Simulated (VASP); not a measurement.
HPbNO4:

```
H Pb N O
1.0
     6.85877    0.00000    0.00000
     0.00000    4.22865    0.00000
    -3.39101    0.00000    7.27459
H Pb N O
2 2 2 8
Direct
  0.22549 0.75000 0.50730
  0.77451 0.25000 0.49270
  0.30229 0.25000 0.28494
  0.69771 0.75000 0.71506
  0.21484 0.75000 0.83567
  0.78516 0.25000 0.16433
  0.33078 0.75000 0.45338
  0.40909 0.75000 0.86901
  0.15508 0.75000 0.96537
  0.07083 0.75000 0.66955
  0.66922 0.25000 0.54661
  0.59091 0.25000 0.13099
  0.84492 0.25000 0.03463
  0.92917 0.25000 0.33045
```

- Program: VASP 6.6.1
- Task: relaxation of cell and atoms
- Functional: BLYP
- Potentials or basis: VASP PAW PBE potentials, release 64 (H, Pb_d, N, O)
- Cutoff: 600 eV
- k mesh: 3 × 5 × 3
- Occupations: fermi-dirac, width 0.05 eV
- Spin: no spin polarisation

At the start: pressure 2.8 GPa; volume 15.07 Å³/atom.

Q: How do energy, volume and symmetry change on relaxing?

A: Over 35 steps the energy falls by 4.6 meV/atom and the volume is 15.62 Å³/atom (+3.7 %); space group P2_1/m (No. 11, to 0.1 Å) before and after.

Step by step:
| step | energy change (eV) | largest force (eV/Å) | pressure (GPa) | volume (Å³) |
| --- | --- | --- | --- | --- |
| 1 | 0.0000 | 0.9081 | 2.84 | 210.99 |
| 2 | 0.3194 | 2.7538 | -4.86 | 219.24 |
| 3 | -0.0477 | 0.2475 | 0.53 | 213.05 |
| 4 | -0.0477 | 0.2165 | 0.59 | 212.99 |
| 5 | -0.0502 | 0.5242 | 0.41 | 214.89 |
| 6 | -0.0532 | 0.2244 | 0.48 | 214.09 |
| 7 | -0.0598 | 0.1079 | 0.24 | 215.64 |
| 8 | -0.0616 | 0.0696 | 0.09 | 216.63 |
| 9 | -0.0617 | 0.0707 | 0.04 | 216.97 |
| 10 | -0.0621 | 0.0740 | 0.03 | 217.14 |
| 11 | -0.0621 | 0.0688 | 0.02 | 217.13 |
| 12 | -0.0624 | 0.0552 | 0.03 | 217.25 |
| 13 | -0.0627 | 0.0460 | 0.04 | 217.41 |
| 14 | -0.0629 | 0.0839 | 0.05 | 217.72 |
| 15 | -0.0629 | 0.0701 | 0.04 | 217.61 |
| 16 | -0.0631 | 0.0441 | 0.01 | 217.80 |
| 17 | -0.0631 | 0.0385 | 0.01 | 217.79 |
| 18 | -0.0633 | 0.0214 | 0.00 | 217.88 |
| 19 | -0.0634 | 0.0274 | -0.01 | 217.94 |
| 20 | -0.0634 | 0.0604 | -0.03 | 218.08 |
| 21 | -0.0634 | 0.0409 | -0.02 | 218.01 |
| 22 | -0.0635 | 0.0375 | 0.00 | 218.06 |
| 23 | -0.0637 | 0.0863 | 0.06 | 218.20 |
| 24 | -0.0638 | 0.0785 | 0.05 | 218.24 |
| 25 | -0.0641 | 0.0541 | 0.03 | 218.36 |
| 26 | -0.0643 | 0.0258 | -0.01 | 218.61 |
| 27 | -0.0644 | 0.0399 | -0.03 | 218.72 |
| 28 | -0.0644 | 0.0149 | -0.03 | 218.78 |
| 29 | -0.0644 | 0.0169 | -0.03 | 218.82 |
| 30 | -0.0644 | 0.0140 | -0.02 | 218.81 |
| 31 | -0.0645 | 0.0188 | 0.00 | 218.79 |
| 32 | -0.0645 | 0.0237 | 0.00 | 218.78 |
| 33 | -0.0645 | 0.0130 | -0.01 | 218.77 |
| 34 | -0.0645 | 0.0238 | -0.02 | 218.77 |
| 35 | -0.0646 | 0.0089 | -0.01 | 218.74 |

Final structure:
```yaml
crystal:
  lattice:
    - [6.91580, 0.00000, 0.01206]
    - [0.00000, 4.30059, 0.00000]
    - [-3.40643, 0.00000, 7.34860]
  atoms:
    - { symbol: H, position: [0.22543, 0.75000, 0.50493] }
    - { symbol: H, position: [0.77457, 0.25000, 0.49507] }
    - { symbol: Pb, position: [0.30371, 0.25000, 0.28523] }
    - { symbol: Pb, position: [0.69629, 0.75000, 0.71477] }
    - { symbol: N, position: [0.21633, 0.75000, 0.83750] }
    - { symbol: N, position: [0.78367, 0.25000, 0.16250] }
    - { symbol: O, position: [0.33097, 0.75000, 0.45236] }
    - { symbol: O, position: [0.41095, 0.75000, 0.87042] }
    - { symbol: O, position: [0.15640, 0.75000, 0.96767] }
    - { symbol: O, position: [0.07228, 0.75000, 0.67147] }
    - { symbol: O, position: [0.66903, 0.25000, 0.54764] }
    - { symbol: O, position: [0.58905, 0.25000, 0.12958] }
    - { symbol: O, position: [0.84360, 0.25000, 0.03233] }
    - { symbol: O, position: [0.92772, 0.25000, 0.32853] }
```

Caveat: the standard files for N, O and F lose accuracy on very short bonds; the PAW data sets were made with another functional, which shifts forces and pressure a little.
